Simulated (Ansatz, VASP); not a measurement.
CdSe: VASP beside Ansatz

```
Cd Se
1.0
     4.29850    0.00000    0.00000
    -2.14925    3.72261    0.00000
     0.00000    0.00000    7.01520
Cd Se
2 2
Direct
  0.66667 0.33333 0.93585
  0.33333 0.66667 0.50000
  0.66667 0.33333 0.37500
  0.33333 0.66667 0.87500
```

Alike in both runs: task single point; functional PBE; k mesh 6 × 6 × 4; occupations gaussian, width 0.05 eV; no spin polarisation.

|  | VASP | Ansatz |
| --- | --- | --- |
| version | VASP 6.6.1 | Ansatz 0.2.0 |
| potentials or method | VASP PAW PBE potentials, release 64 (Cd, Se), cutoff 520 eV | scalar-relativistic, plane waves, PAW |
| valence electrons in the cell | 36 | 72 |

|  | VASP | Ansatz | Ansatz less VASP |
| --- | --- | --- | --- |
| gap on the k mesh at the Fermi level (eV) | 0.38 | 0.38 | +0.003 |
| least direct gap on the mesh (eV) | 0.38 | 0.38 | +0.003 |
| pressure (GPa) | 4.6 | 4.2 | -0.37 |
| traceless stress, the component that is largest in VASP (GPa) | -3.08 | -2.94 | +0.134 |
| rms of the force components (eV/Å) | 0.409 | 0.399 | -0.0098 |

Atom by atom the forces differ by 0.011 eV/Å (rms over components). VASP's potentials hold 36 valence electrons a cell and Ansatz's 72, so a difference there can come from the potentials and not from the codes.
